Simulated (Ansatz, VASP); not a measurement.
# One calculation of Be, two programs

```xyz
1
Lattice="-1.2343 1.2343 1.2155 1.2343 -1.2343 1.2155 1.2343 1.2343 -1.2155" Properties=species:S:1:pos:R:3 pbc="T T T"
Be    0.0000    0.0000    0.0000
```

Change from the starting cell: strain -0.015 along x and y, -0.030 along z, atoms carried along.

Alike in both runs: task single point; functional PBEsol; k mesh 26 × 26 × 26; occupations gaussian, width 0.15 eV; no spin polarisation.

```csv
,VASP,Ansatz
version,VASP 6.6.1,Ansatz 0.2.0
potentials or method,"VASP PAW PBE potentials, release 64 (Be), cutoff 520 eV","scalar-relativistic, plane waves, PAW"
valence electrons in the cell,2,2
```

```csv
,VASP,Ansatz,Ansatz less VASP
gap on the k mesh at the Fermi level (eV),none,none,-
pressure (GPa),6.4,6.0,-0.43
"traceless stress, the component that is largest in VASP (GPa)",1.55,1.54,-0.003
```

VASP's potentials were made for PBE, not for PBEsol. A gap of «none» marks a metal or a gap that the smearing closes. The functional is the same, so the differences come from potentials, cutoffs and numerics.
